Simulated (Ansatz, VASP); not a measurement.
Mg in VASP and in Ansatz

```
Mg
1.0
    -1.79765    1.79765    1.79765
     1.79765   -1.79765    1.79765
     1.79765    1.79765   -1.79765
Mg
1
Direct
  0.00000 0.00000 0.00000
```

Alike in both runs: task relaxation of cell and atoms; functional PBE; k mesh 12 × 12 × 12; occupations fermi-dirac, width 0.1 eV; no spin polarisation.

|  | VASP | Ansatz |
| --- | --- | --- |
| version | VASP 6.6.1 | Ansatz 0.2.0 |
| potentials or method | VASP PAW PBE potentials, release 64 (Mg), cutoff 600 eV | plane waves (420 eV) with PAW, scalar-relativistic |
| valence electrons in the cell | 2 | 10 |

```csv
,VASP,Ansatz,Ansatz less VASP
relaxed volume (Å³/atom),22.84,22.93,+0.083
relaxed cell length with the largest relative difference (Å),3.096,3.100,+0.0038
```

VASP's potentials hold 2 valence electrons a cell and Ansatz's 10, so a difference there can come from the potentials and not from the codes.
